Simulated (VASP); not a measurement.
Write the native input for VASP 6.6.1 that does the following.

```yaml
Task: single point
Functional: PBE
Dispersion: D3(BJ)
Potentials_or_basis: VASP PAW PBE potentials, release 64 (Se, W_sv)
Cutoff: 520 eV
k_mesh: 9 × 9 × 1
Occupations: gaussian, width 0.02 eV
Spin: no spin polarisation
Dipole_correction: yes
Further_INCAR_settings: ALGO = Normal; EDIFF = 1e-06; NBANDS = 20
```

The structure of WSe2 lies in POSCAR:

```
WSe2
1.0
    3.1540000000      0.0000000000      0.0000000000
   -1.5770000000      2.7314441236      0.0000000000
    0.0000000000      0.0000000000     32.7373831004
Se W
2 1
Direct
    0.3333333333      0.6666666667      0.4476439520
    0.3333333333      0.6666666667      0.5523560480
    0.6666666667      0.3333333333      0.5000000000
```

One way to write it, as run:

INCAR

```
SYSTEM = WSe2
PREC     = Accurate       ! precision mode
ENCUT    = 520            ! plane-wave cutoff, eV
EDIFF    = 1E-6           ! SCF threshold, eV
ISMEAR   = 0              ! smearing method
SIGMA    = 0.02           ! smearing width, eV
LREAL    = .FALSE.        ! projectors in reciprocal space
LASPH    = .TRUE.         ! aspherical terms in the spheres
NELM     = 80             ! most SCF steps
ALGO     = Normal         ! electronic algorithm
ISIF     = 2              ! what is computed and relaxed
LWAVE    = .FALSE.        ! write WAVECAR
LCHARG   = .FALSE.        ! write CHGCAR
LDIPOL   = .TRUE.       
IDIPOL   = 3            
DIPOL    = 0.5 0.5 0.500
GGA      = PE             ! functional
IVDW     = 12             ! dispersion correction
NBANDS   = 20             ! bands
```

KPOINTS

```
regular mesh
0
G
  9 9 1
  0 0 0
```

Potentials or basis: VASP PAW PBE potentials, release 64 (Se, W_sv).

Command:

```console
$ cat potpaw_PBE.64/Se/POTCAR potpaw_PBE.64/W_sv/POTCAR > POTCAR
$ mpirun -np 1 vasp_std > vasp.out
```

It gave:

```
Largest force              : 0.462 eV/Å
Band gap on the k mesh     : 1.59 eV, indirect (least direct gap 2.23 eV)
Dispersion energy per atom : -0.365 eV
```

Caveat: spin-orbit coupling is left out, which moves the levels of the heavy elements.

Run time: 52 s on 1 thread of Intel(R) Xeon(R) 6975P-C (Granite Rapids), on a shared host, peak memory 0.41 GiB.
